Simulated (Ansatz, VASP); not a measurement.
## One calculation of Bi, two programs

```
Bi
1.0
    -1.95949    1.95949    1.95949
     1.95949   -1.95949    1.95949
     1.95949    1.95949   -1.95949
Bi
1
Direct
  0.00000 0.00000 0.00000
```

Alike in both runs: task single point; functional PBEsol; k mesh 13 × 13 × 13; occupations fermi-dirac, width 0.1 eV; no spin polarisation.

|  | VASP | Ansatz |
| --- | --- | --- |
| version | VASP 6.6.1 | Ansatz 0.2.0 |
| potentials or method | VASP PAW PBE potentials, release 64 (Bi_d), cutoff 520 eV | plane waves (420 eV) with PAW, scalar-relativistic |
| valence electrons in the cell | 15 | 15 |

VASP gave:

| Property | Result |
| --- | --- |
| pressure (GPa) | -0.1 |

**Question.** Which values does Ansatz return?

**Answer.** Pressure (GPa): 0.0.

VASP's potentials were made for PBE, not for PBEsol, and Ansatz warns of the same on its side. The functional is the same, so the differences come from potentials, cutoffs and numerics.

Spin-orbit coupling is off throughout.
